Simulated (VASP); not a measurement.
Wanted: the native input for a VASP 6.6.1 run.

* Task: single point
* Functional: LDA
* Potentials or basis: VASP PAW LDA potentials, release 64 (Na_pv, Cl)
* Cutoff: 520 eV
* k mesh: 8 × 8 × 8
* Occupations: gaussian, width 0.01 eV
* Spin: no spin polarisation
* Dipole correction: no
* Further INCAR settings: ALGO = Normal; EDIFF = 1e-07; NBANDS = 14

The structure of NaCl lies in POSCAR:

```
NaCl
1.0
    0.0000000000      2.8100000000      2.8100000000
    2.8100000000      0.0000000000      2.8100000000
    2.8100000000      2.8100000000      0.0000000000
Na Cl
1 1
Direct
    0.0000000000      0.0000000000      0.0000000000
    0.5000000000      0.5000000000      0.5000000000
```

The input as run:

INCAR

```
PREC     = Accurate       # precision mode
ENCUT    = 520            # plane-wave cutoff, eV
EDIFF    = 1E-7           # SCF threshold, eV
ISMEAR   = 0              # smearing method
SIGMA    = 0.01           # smearing width, eV
LREAL    = False          # projectors in reciprocal space
LASPH    = True           # aspherical terms in the spheres
NELM     = 100            # most SCF steps
ALGO     = Normal         # electronic algorithm
ISIF     = 2              # what is computed and relaxed
LWAVE    = False          # write WAVECAR
LCHARG   = True           # write CHGCAR
GGA      = CA             # functional
LELF     = True           # ELF
LVHAR    = True         
NBANDS   = 14             # bands
```

KPOINTS

```
regular mesh
0
Gamma
  8 8 8
```

Potentials or basis: VASP PAW LDA potentials, release 64 (Na_pv, Cl).

Run with:

```sh
$ cat potpaw_LDA.64/Na_pv/POTCAR potpaw_LDA.64/Cl/POTCAR > POTCAR
$ mpirun -np 1 vasp_std > vasp.out
```

Results of the run:

| Quantity | Value |
| --- | --- |
| Pressure | -2.2 GPa |
| Band gap on the k mesh | 4.74 eV |

Run time: 19 s on 1 thread of Intel(R) Xeon(R) Platinum 8175M CPU @ 2.50GHz (Skylake/Cascade Lake) (shared host), peak memory 0.14 GiB.
